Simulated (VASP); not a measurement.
Input of a VASP 6.6.1 run:

The input INCAR:

```
ALGO = Fast ; EDIFF = 1E-7
ENCUT = 520 ; GGA = PE
ISIF = 2 ; ISMEAR = 0
LASPH = True ; LCHARG = False
LREAL = False ; LWAVE = False
NBANDS = 59 ; NELM = 100
PREC = Accurate ; SIGMA = 0.2
```

The input KPOINTS:

```
k-points
0
Gamma
  4 4 4
```

Contents of POSCAR:

```
Ga6GeTe
1.0
    3.2805030735      1.8939993340      4.6009731610
   -3.2805030735      1.8939993340      4.6009731610
    0.0000000000     -3.7879986636      4.6009731628
Ga Ge Te
6 1 1
Direct
   -0.0249848652      0.7761843329      0.4917983265
    0.7761843329      0.4917983265     -0.0249848652
    0.4917983265     -0.0249848652      0.7761843329
    0.2238156671      0.5082016735      1.0249848652
    0.5082016735      1.0249848652      0.2238156671
    1.0249848652      0.2238156671      0.5082016735
    0.0000000000      0.0000000000      0.0000000000
    0.5000000000      0.5000000000      0.5000000000
```

Potentials or basis: VASP PAW PBE potentials, release 64 (Ga_d, Ge_d, Te).

The run is started by

```sh
$ cat potpaw_PBE.64/Ga_d/POTCAR potpaw_PBE.64/Ge_d/POTCAR potpaw_PBE.64/Te/POTCAR > POTCAR
$ mpirun -np 1 vasp_std > vasp.out
```

Task: Estimate the largest force.

Result: 0.036 eV/Å.

Task: Estimate the band gap on the k mesh.

Result: Zero (band 49 reaches 5.86 eV, above the bottom of band 50 at 4.03 eV).

Task: What does it give for the pressure?

Result: 0.8 GPa.

Stress tensor (GPa, compression positive):
```
0.99 0.00 0.00
0.00 0.99 0.00
0.00 0.00 0.44
```

Caveat: spin-orbit coupling is left out, which moves the levels of the heavy elements.
